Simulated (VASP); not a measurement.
Ir, 2 atoms in the cell. It takes space group P6_3/mmc (No. 194, hexagonal). Conventional cell: a = 2.719 Å, b = 2.719 Å, c = 4.413 Å, α = 90.00°, β = 90.00°, γ = 120.00°. Within 3.6 Å of Ir (site symmetry -6m2) lie 12 Ir at 2.71 to 2.72 Å. This isn't the form of Ir at room conditions, which is fcc.

```yaml
Program: VASP 6.6.1
Task: single point
Functional: PBEsol
Potentials_or_basis: VASP PAW PBE potentials, release 64 (Ir_sv_GW)
Cutoff: 560 eV
k_mesh: 13 × 13 × 7
Occupations: fermi-dirac, width 0.1 eV
Spin: no spin polarisation
Dipole_correction: no
Further_INCAR_settings: ALGO = Normal; EDIFF = 1e-06; NBANDS = 24
```

Potentials or basis: VASP PAW PBE potentials, release 64 (Ir_sv_GW).

Launch:

```console
$ cat potpaw_PBE.64/Ir_sv_GW/POTCAR > POTCAR
$ mpirun -np 1 vasp_std > vasp.out
```

Hardware: 1 thread of Intel(R) Xeon(R) Platinum 8488C (Sapphire Rapids), on a shared host.

Question: Estimate the wall time of this run.

Answer: Run time: 54 s on 1 thread of Intel(R) Xeon(R) Platinum 8488C (Sapphire Rapids), with other jobs on the host, peak memory 0.2 GiB. Counts: scf iterations 11, k points 84.
